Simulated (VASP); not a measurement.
Set up this calculation in VASP 6.6.1, as the native input.

```
Task                   : single point
Functional             : r2SCAN
Potentials or basis    : VASP PAW PBE potentials, release 64 (Ca_sv, O)
Cutoff                 : 520 eV
k mesh                 : 10 × 10 × 10
Occupations            : gaussian, width 0.01 eV
Spin                   : no spin polarisation
Dipole correction      : no
Further INCAR settings : ALGO = Normal; EDIFF = 1e-06; NBANDS = 15
```

Crystal: CaO.

```
Ca O
1.0
     0.00000    2.25442    2.39755
     2.25442    0.00000    2.39755
     2.25442    2.25442    0.00000
Ca O
1 1
Direct
  0.00000 0.00000 0.00000
  0.50000 0.50000 0.50000
```

This cell differs from its parent crystal: biaxial xy strain -6.0%.

The input as run:

POSCAR

```
CaO
1.0
    0.0000000000      2.2544163687      2.3975501103
    2.2544163687      0.0000000000      2.3975501103
    2.2544163687      2.2544163687      0.0000000000
Ca O
1 1
Direct
    0.0000000000      0.0000000000      0.0000000000
    0.5000000000      0.5000000000      0.5000000000
```

INCAR.step1

```
  PREC = Accurate
  ENCUT = 520
  ISMEAR = 0
  SIGMA = 0.01
  LREAL = F
  LASPH = T
  NELM = 100
  NBANDS = 15
  GGA = PE
  ALGO = Normal
  EDIFF = 1E-4
  LWAVE = T
  LCHARG = F
```

INCAR.step2

```
  PREC = Accurate
  ENCUT = 520
  EDIFF = 1E-6
  ISMEAR = 0
  SIGMA = 0.01
  LREAL = F
  LASPH = T
  NELM = 100
  ALGO = Normal
  ISIF = 2
  LWAVE = F
  LCHARG = F
  METAGGA = R2SCAN
  LMIXTAU = T
  NBANDS = 15
  ISTART = 1
```

KPOINTS

```
Automatic mesh
0
Gamma
  10 10 10
```

Potentials or basis: VASP PAW PBE potentials, release 64 (Ca_sv, O).

Command:

```console
$ cat potpaw_PBE.64/Ca_sv/POTCAR potpaw_PBE.64/O/POTCAR > POTCAR
$ cp INCAR.step1 INCAR
$ mpirun -np 1 vasp_std > vasp.out
$ cp INCAR.step2 INCAR
$ mpirun -np 1 vasp_std > vasp.out
```

Results of the run:

| Item | Value |
| --- | --- |
| Pressure | 22.0 GPa |
| Band gap on the k mesh | 3.97 eV, indirect (least direct gap 4.31 eV) |

Caveat: the cell differs from its parent crystal (biaxial xy strain -6.0%); the PAW data sets were made with another functional, which shifts forces and pressure a little.

It took 77 s on 1 thread of AMD EPYC 9R45 96-Core Processor (Zen 5), with other jobs on the host, peak memory 0.14 GiB.
